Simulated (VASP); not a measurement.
Set up this calculation in VASP 6.6.1, as the native input.

- Task: single point
- Functional: LDA
- Potentials or basis: VASP PAW LDA potentials, release 64 (Bi_d, Br, O)
- Cutoff: 520 eV
- k mesh: 8 × 8 × 4
- Occupations: gaussian, width 0.05 eV
- Spin: no spin polarisation
- Dipole correction: no
- Further INCAR settings: ALGO = Normal; EDIFF = 1e-06; NBANDS = 37

The structure of BiBrO lies in POSCAR:

```
BiBrO
1.0
    4.0120000000      0.0000000000      0.0000000000
    0.0000000000      4.0120000000      0.0000000000
    0.0000000000      0.0000000000      7.6239000000
Bi Br O
2 2 2
Direct
    0.0000000000      0.5000000000      0.1575579020
    0.5000000000      0.0000000000      0.8424420980
    0.0000000000      0.5000000000      0.6517216503
    0.5000000000      0.0000000000      0.3482783497
    0.0000000000      0.0000000000      0.0000000000
    0.5000000000      0.5000000000      0.0000000000
```

One way to write it, as run:

INCAR

```
PREC     = Accurate       # precision mode
ENCUT    = 520            # plane-wave cutoff, eV
EDIFF    = 1E-6           # SCF threshold, eV
ISMEAR   = 0              # smearing method
SIGMA    = 0.05           # smearing width, eV
LREAL    = F              # projectors in reciprocal space
LASPH    = T              # aspherical terms in the spheres
NELM     = 100            # most SCF steps
ALGO     = Normal         # electronic algorithm
ISIF     = 2              # what is computed and relaxed
LWAVE    = F              # write WAVECAR
LCHARG   = F              # write CHGCAR
NBANDS   = 37             # bands
```

KPOINTS

```
Automatic mesh
0
Gamma
  8 8 4
```

Potentials or basis: VASP PAW LDA potentials, release 64 (Bi_d, Br, O).

Run with:

```sh
$ cat potpaw_LDA.64/Bi_d/POTCAR potpaw_LDA.64/Br/POTCAR potpaw_LDA.64/O/POTCAR > POTCAR
$ mpirun -np 1 vasp_std > vasp.out
```

It gave:

The pressure is -3.6 GPa and the largest force is 0.021 eV/Å. The band gap on the k mesh is 1.78 eV (least direct gap 1.91 eV).

Caveat: the cell stands under tension; spin-orbit coupling is left out, which moves the levels of the heavy elements.

Run time: 3.6 min on 1 thread of AMD EPYC 7R13, on a shared host, peak memory 0.27 GiB.
